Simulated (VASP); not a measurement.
Set up this calculation in VASP 6.6.1, as the native input.

* Task: single point
* Functional: PBE
* Potentials or basis: VASP PAW PBE potentials, release 64 (Li_sv, Br)
* Cutoff: 750 eV
* k mesh: 4 × 4 × 4
* Occupations: fermi-dirac, width 0.025852 eV
* Spin: collinear spin, ferromagnetic start
* Starting moments: [0.15, 0.48] μB
* Fixed moment: 1 μB
* Dipole correction: no
* Further INCAR settings: ALGO = Normal; EDIFF = 1e-06; NBANDS = 16

The structure of LiBr lies in POSCAR:

```
LiBr
1.0
    0.0000000000      2.7226905798      2.7226905798
    2.7226905798      0.0000000000      2.7226905798
    2.7226905798      2.7226905798      0.0000000000
Li Br
1 1
Direct
    0.0000000000      0.0000000000      0.0000000000
    0.5000000000      0.5000000000      0.5000000000
```

The input as run:

INCAR

```
PREC     = Accurate       # precision mode
ENCUT    = 750            # plane-wave cutoff, eV
EDIFF    = 1E-6           # SCF threshold, eV
ISMEAR   = -1             # smearing method
SIGMA    = 0.025851999786435532 # smearing width, eV
LREAL    = False          # projectors in reciprocal space
LASPH    = True           # aspherical terms in the spheres
NELM     = 200            # most SCF steps
ALGO     = Normal         # electronic algorithm
ISIF     = 2              # what is computed and relaxed
LWAVE    = False          # write WAVECAR
LCHARG   = False          # write CHGCAR
ISPIN    = 2              # spin polarisation
MAGMOM   = 0.15 0.48      # initial moments
LORBIT   = 11             # projections on sites
NUPDOWN  = 1.0            # fixed moment
GGA      = PE             # functional
NBANDS   = 16             # bands
GGA_COMPAT= False
```

KPOINTS

```
regular mesh
0
Gamma
  4 4 4
```

Potentials or basis: VASP PAW PBE potentials, release 64 (Li_sv, Br).

The run is started by

```bash
$ cat potpaw_PBE.64/Li_sv/POTCAR potpaw_PBE.64/Br/POTCAR > POTCAR
$ mpirun -np 1 vasp_std > vasp.out
```

It gave:

```yaml
Pressure: 4.3 GPa
Net_moment: 1.00 μB per cell
Site_moments: Li +0.04; Br +0.41 μB
Valence_electrons_inside_the_program's_atomic_spheres: Li 2.07; Br 4.77
```

Caveat: the k points lie up to 0.50 Å⁻¹ apart; the total moment is fixed, so each spin has its own Fermi level.

Run time: 14 s on 1 thread of Intel(R) Xeon(R) 6975P-C (Granite Rapids), on a shared host, peak memory 0.23 GiB.
